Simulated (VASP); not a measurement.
# SrCl2 in VASP: notebook, part 3 of 3

VASP 6.6.1.

## (4) Electric field gradients, LDA (equal xx and yy strain of +2 %)

INCAR reads:

```
ALGO     = Normal         # electronic algorithm
EDIFF    = 1E-8           # SCF threshold, eV
ENCUT    = 520            # plane-wave cutoff, eV
GGA      = CA             # functional
ISIF     = 2              # what is computed and relaxed
ISMEAR   = -1             # smearing method
LASPH    = True           # aspherical terms in the spheres
LCHARG   = False          # write CHGCAR
LEFG     = True         
LREAL    = False          # projectors in reciprocal space
LWAVE    = False          # write WAVECAR
NBANDS   = 19             # bands
NELM     = 60             # most SCF steps
PREC     = Accurate       # precision mode
SIGMA    = 0.01           # smearing width, eV
```

KPOINTS reads:

```
k-points
0
Gamma
  8 8 8
```

POSCAR reads:

```
SrCl2
1.0
    0.0000000000      3.5552100000      3.4855000000
    3.5552100000      0.0000000000      3.4855000000
    3.5552100000      3.5552100000      0.0000000000
Sr Cl
1 2
Direct
    0.0000000000      0.0000000000      0.0000000000
    0.2500000000      0.2500000000      0.2500000000
    0.7500000000      0.7500000000      0.7500000000
```

Potentials or basis: VASP PAW LDA potentials, release 64 (Sr_sv, Cl).

Command:

```sh
$ cat potpaw_LDA.64/Sr_sv/POTCAR potpaw_LDA.64/Cl/POTCAR > POTCAR
$ mpirun -np 1 vasp_std > vasp.out
```

OUTCAR:

```text
EDIFF = 1E-8
   ENCUT = 520
   GGA = CA
   ISIF = 2
   ISMEAR = -1
   LASPH = True
   LREAL = False
   NELM = 60
   PREC = Accurate

 ion  position               nearest neighbor table
   1  0.000  0.000  0.000-   3 3.06   3 3.06   3 3.06   2 3.06   2 3.06   2 3.06   3 3.06   2 3.06

   2  0.250  0.250  0.250-   1 3.06   1 3.06   1 3.06   1 3.06
   3  0.750  0.750  0.750-   1 3.06   1 3.06   1 3.06   1 3.06

  LATTYP: Found a body centered tetragonal cell.
 ALAT       =     5.0278261991
 C/A-ratio  =     1.3864838847

  Lattice vectors:

 A1 = (   0.0000000000,  -3.5552100000,  -3.4855000000)
 A2 = (   0.0000000000,   3.5552100000,  -3.4855000000)
 A3 = (   3.5552100000,   0.0000000000,   3.4855000000)

Analysis of symmetry for initial positions (statically):
=====================================================================
 Subroutine PRICEL returns:
 Original cell was already a primitive cell.

 Routine SETGRP: Setting up the symmetry group for a
 body centered tetragonal supercell.

 Subroutine GETGRP returns: Found 16 space group operations
 (whereof 16 operations were pure point group operations)
 out of a pool of 16 trial point group operations.

The static configuration has the point symmetry D_4h.

Analysis of symmetry for dynamics (positions and initial velocities):
=====================================================================
 Subroutine PRICEL returns:
 Original cell was already a primitive cell.

 Routine SETGRP: Setting up the symmetry group for a
 body centered tetragonal supercell.

 Subroutine GETGRP returns: Found 16 space group operations
 (whereof 16 operations were pure point group operations)
[... 160 lines left out ...]
  band No.  band energies     occupation
      1     -33.0954      2.00000
      2     -15.1825      2.00000
      3     -15.1777      2.00000
      4     -15.1777      2.00000
      5     -13.4026      2.00000
      6     -12.5930      2.00000
[... 505 lines left out ...]
      6     -12.7334      2.00000
[... 11 lines left out ...]
     18       7.8438      0.00000
     19       8.6975      0.00000

 [... further k-points ...]
[... 5 lines left out ...]
  --------------------------------------------------------------------------------------
  -------------------------------------------------------------------------------------
  Total       -2.2497957     -2.2497957     -1.7357427      0.0000000      0.0000000      0.0000000
  in kB      -40.9098669    -40.9098669    -31.5624226      0.0000000      0.0000000      0.0000000
  external PRESSURE =     -37.7940521 kB  Pullay stress =       0.0000000 kB

 VOLUME and BASIS-vectors are now :
 -----------------------------------------------------------------------------
  energy-cutoff  :      520.00
  volume of cell :       88.11
      direct lattice vectors                 reciprocal lattice vectors
     0.000000000  3.555210000  3.485500000    -0.140638668  0.140638668  0.143451442
     3.555210000  0.000000000  3.485500000     0.140638668 -0.140638668  0.143451442
     3.555210000  3.555210000  0.000000000     0.140638668  0.140638668 -0.143451442

 POSITION                                       TOTAL-FORCE (eV/Angst)
 -----------------------------------------------------------------------------------
      0.00000      0.00000      0.00000        -0.000000      0.000000      0.000000
      1.77761      1.77761      1.74275         0.000000      0.000000     -0.000000
      5.33282      5.33282      5.22825        -0.000000     -0.000000      0.000000
 -----------------------------------------------------------------------------------
    total drift:                               -0.000000     -0.000000      0.000000

  FREE ENERGIE OF THE ION-ELECTRON SYSTEM (eV)
  ---------------------------------------------------
  free  energy   TOTEN  =       -13.9575021924 eV

  energy  without entropy=      -13.9575021924  energy(sigma->0) =      -13.95750219

 Electric field gradients (V/A^2)
---------------------------------------------------------------------
 ion       V_xx      V_yy      V_zz      V_xy      V_xz      V_yz
---------------------------------------------------------------------
   1      -1.730    -1.730     3.460    -0.000    -0.000    -0.000
   2       3.008     3.008    -6.016     0.000    -0.000    -0.000
   3       3.008     3.008    -6.016     0.000    -0.000    -0.000
---------------------------------------------------------------------

 Electric field gradients after diagonalization (V/A^2)
 (convention: |V_zz| > |V_xx| > |V_yy|)
----------------------------------------------------------------------
 ion       V_xx      V_yy      V_zz     asymmetry (V_yy - V_xx)/ V_zz
----------------------------------------------------------------------
   1      -1.730    -1.730     3.460       0.000
   2       3.008     3.008    -6.016       0.000
   3       3.008     3.008    -6.016       0.000
----------------------------------------------------------------------

           NMR quadrupolar parameters

 Cq : quadrupolar parameter    Cq=e*Q*V_zz/h
 eta: asymmetry parameters     (V_yy - V_xx)/ V_zz
 Q  : nuclear electric quadrupole moment in mb (millibarn)
----------------------------------------------------------------------
 ion       Cq(MHz)       eta       Q (mb)
----------------------------------------------------------------------
   1       0.008       0.000       1.000
   2      -0.015       0.000       1.000
   3      -0.015       0.000       1.000
----------------------------------------------------------------------
```

stdout:

```text
POSCAR found type information on POSCAR SrCl
 POSCAR found :  2 types and       3 ions
 scaLAPACK will be used
 LDA part: xc-table for (Slater(with rela. corr.)+CA(PZ))
 , standard interpolation
 POSCAR, INCAR and KPOINTS ok, starting setup
 FFT: planning ... GRIDC
 FFT: planning ... GRID_SOFT
 FFT: planning ... GRID
 WAVECAR not read
 entering main loop
ion   1

ion   2

ion   3
```

It took 40 s on 1 thread of Intel Xeon 6975P-C (Granite Rapids), shared host; peak memory 0.25 GiB.

Results:

| Quantity | Value |
| --- | --- |
| Free energy | -13.9575 eV |
| Pressure | -3.8 GPa |
| Band gap on the k mesh | 4.66 eV, indirect (least direct gap 4.97 eV) |

Levels at points of the mesh, in eV from the valence-band top:
| k point | band 9 | band 10 | band 11 | band 12 | band 13 | band 14 | band 15 | band 16 |
| --- | --- | --- | --- | --- | --- | --- | --- | --- |
| (0.00, 0.00, 0.00) | -2.13 | -0.46 | -0.46 | -0.31 | 4.66 | 5.69 | 5.82 | 8.53 |
| (0.50, 0.00, 0.00) | -1.57 | -1.39 | -1.12 | -1.10 | 6.31 | 6.34 | 7.08 | 7.31 |
| (0.50, 0.50, 0.00) | -1.93 | -0.50 | -0.50 | 0.00 | 5.08 | 6.72 | 7.18 | 7.72 |
| (0.50, 0.00, 0.50) | -1.89 | -0.54 | -0.37 | -0.12 | 5.09 | 6.58 | 7.19 | 7.59 |

Electric field gradients, principal values (V/Å²):
| atom | least | middle | greatest (by size) |
| --- | --- | --- | --- |
| 1 Sr | -1.730 | -1.730 | 3.460 |
| 2 Cl | 3.008 | 3.008 | -6.016 |
| 3 Cl | 3.008 | 3.008 | -6.016 |

Caveat: the cell differs from its parent crystal (equal xx and yy strain of +2 %); without QUAD_EFG the Cq values of the log hold for a quadrupole moment of 1 mb, not for the nuclei.

## (5) Electric field gradients, LDA (volume scaled by 0.96)

INCAR reads:

```
ALGO     = Normal         # electronic algorithm
EDIFF    = 1E-8           # SCF threshold, eV
ENCUT    = 520            # plane-wave cutoff, eV
GGA      = CA             # functional
ISIF     = 2              # what is computed and relaxed
ISMEAR   = -1             # smearing method
LASPH    = T              # aspherical terms in the spheres
LCHARG   = F              # write CHGCAR
LEFG     = T            
LREAL    = F              # projectors in reciprocal space
LWAVE    = F              # write WAVECAR
NBANDS   = 19             # bands
NELM     = 80             # most SCF steps
PREC     = Accurate       # precision mode
SIGMA    = 0.01           # smearing width, eV
```

KPOINTS is that of step 4.

POSCAR reads:

```
SrCl2
1.0
    0.0000000000      3.4383928740      3.4383928740
    3.4383928740      0.0000000000      3.4383928740
    3.4383928740      3.4383928740      0.0000000000
Sr Cl
1 2
Direct
    0.0000000000      0.0000000000      0.0000000000
    0.2500000000      0.2500000000      0.2500000000
    0.7500000000      0.7500000000      0.7500000000
```

Potentials or basis: VASP PAW LDA potentials, release 64 (Sr_sv, Cl).

Command:

```sh
$ cat potpaw_LDA.64/Sr_sv/POTCAR potpaw_LDA.64/Cl/POTCAR > POTCAR
$ mpirun -np 1 vasp_std > vasp.out
```

OUTCAR:

```text
EDIFF = 1E-8
   ENCUT = 520
   GGA = CA
   ISIF = 2
   ISMEAR = -1
   LASPH = T
   LREAL = F
   NELM = 80
   PREC = Accurate

 ion  position               nearest neighbor table
   1  0.000  0.000  0.000-   3 2.98   3 2.98   3 2.98   2 2.98   3 2.98   2 2.98   2 2.98   2 2.98

   2  0.250  0.250  0.250-   1 2.98   1 2.98   1 2.98   1 2.98
   3  0.750  0.750  0.750-   1 2.98   1 2.98   1 2.98   1 2.98

  LATTYP: Found a face centered cubic cell.
 ALAT       =     6.8767857480

  Lattice vectors:

[... 746 lines left out ...]

  energy  without entropy=      -14.0695635609  energy(sigma->0) =      -14.06956356

 Electric field gradients (V/A^2)
---------------------------------------------------------------------
 ion       V_xx      V_yy      V_zz      V_xy      V_xz      V_yz
---------------------------------------------------------------------
   1      -0.000     0.000    -0.000    -0.000    -0.000    -0.000
   2       0.000    -0.000     0.000    -0.000    -0.000    -0.000
   3       0.000    -0.000     0.000    -0.000    -0.000    -0.000
---------------------------------------------------------------------

 Electric field gradients after diagonalization (V/A^2)
 (convention: |V_zz| > |V_xx| > |V_yy|)
----------------------------------------------------------------------
 ion       V_xx      V_yy      V_zz     asymmetry (V_yy - V_xx)/ V_zz
----------------------------------------------------------------------
   1       0.000     0.000    -0.000       0.000
   2       0.000     0.000    -0.000       0.000
   3       0.000     0.000    -0.000       0.000
----------------------------------------------------------------------

           NMR quadrupolar parameters

 Cq : quadrupolar parameter    Cq=e*Q*V_zz/h
 eta: asymmetry parameters     (V_yy - V_xx)/ V_zz
 Q  : nuclear electric quadrupole moment in mb (millibarn)
----------------------------------------------------------------------
 ion       Cq(MHz)       eta       Q (mb)
----------------------------------------------------------------------
   1      -0.000       0.000       1.000
   2      -0.000       0.000       1.000
   3      -0.000       0.000       1.000
----------------------------------------------------------------------
```

stdout:

```text
POSCAR found type information on POSCAR SrCl
 POSCAR found :  2 types and       3 ions
 scaLAPACK will be used
 LDA part: xc-table for (Slater(with rela. corr.)+CA(PZ))
 , standard interpolation
 POSCAR, INCAR and KPOINTS ok, starting setup
 FFT: planning ... GRIDC
 FFT: planning ... GRID_SOFT
 FFT: planning ... GRID
 WAVECAR not read
 entering main loop
ion   1

ion   2

ion   3
```

Run time: 35 s. Hardware: 1 thread of Intel Xeon Platinum 8488C (Sapphire Rapids), shared host; peak memory 0.19 GiB.

Results:

| Item | Value |
| --- | --- |
| Free energy | -14.0696 eV |
| Pressure | -1.2 GPa |
| Band gap on the k mesh | 5.05 eV, indirect (least direct gap 5.12 eV) |

Levels at points of the mesh, in eV from the valence-band top:
| k point | band 10 | band 11 | band 12 | band 13 | band 14 | band 15 |
| --- | --- | --- | --- | --- | --- | --- |
| (0.00, 0.00, 0.00) | -0.37 | -0.37 | -0.37 | 5.05 | 5.79 | 5.79 |
| (0.50, 0.00, 0.00) | -1.46 | -1.14 | -1.14 | 6.47 | 6.47 | 7.45 |
| (0.50, 0.50, 0.00) | -0.46 | -0.46 | 0.00 | 5.12 | 6.92 | 7.45 |

Caveat: without QUAD_EFG the Cq values of the log hold for a quadrupole moment of 1 mb, not for the nuclei. A k mesh can miss the band edges.

## (6) The runs side by side

```tsv
cell	gap on the mesh (eV)	pressure (GPa)
a = 4.979, b = 4.979, c = 4.929 Å, angles 60.3, 60.3, 59.3°, 3 atoms	4.77	-3.2
a = 4.979, b = 4.979, c = 5.028 Å, angles 59.7, 59.7, 60.7°, 3 atoms	4.66	-3.8
a = 4.863 Å, angles 60.0°, 3 atoms	5.05	-1.2
```

Alike in all rows: task electric field gradients; level LDA; potentials or basis VASP PAW LDA potentials, release 64 (Sr_sv, Cl); no spin polarisation; k mesh 8 × 8 × 8; cutoff (eV) 520; smearing fermi-dirac 0.01 eV.

Total energies depend on the potentials used, so only differences within one code and one set of settings carry meaning.
